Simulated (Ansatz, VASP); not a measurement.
**Two plane-wave programs on Li2Cl3**

```
Li Cl
1.0
     3.20482    1.85031    5.83326
    -3.20482    1.85031    5.83326
     0.00000   -3.70061    5.83326
Li Cl
4 6
Direct
  0.85218 0.85218 0.85218
  0.64782 0.64782 0.64782
  0.14782 0.14782 0.14782
  0.35218 0.35218 0.35218
  0.05625 0.44375 0.75000
  0.75000 0.05625 0.44375
  0.44375 0.75000 0.05625
  0.94375 0.55625 0.25000
  0.25000 0.94375 0.55625
  0.55625 0.25000 0.94375
```

Alike in both runs: task single point; functional PBE; k mesh 3 × 3 × 3; occupations gaussian, width 0.1 eV; no spin polarisation.

```csv
,VASP,Ansatz
version,VASP 6.6.1,Ansatz 0.2.0
potentials or method,"VASP PAW PBE potentials, release 64 (Li_sv, Cl), cutoff 750 eV","scalar-relativistic, plane waves, PAW"
valence electrons in the cell,54,54
```

```tsv
	VASP	Ansatz	Ansatz less VASP
gap on the k mesh at the Fermi level (eV)	none	none	-
pressure (GPa)	-0.8	-0.7	+0.07
traceless stress, the component that is largest in VASP (GPa)	-0.06	-0.06	-0.001
rms of the force components (eV/Å)	0.073	0.073	+0.0004
```

Atom by atom the forces differ by 0.001 eV/Å (rms over components). A gap of «none» marks a metal or a gap that the smearing closes.

The k mesh is coarse, so the values compare programs but aren't converged.
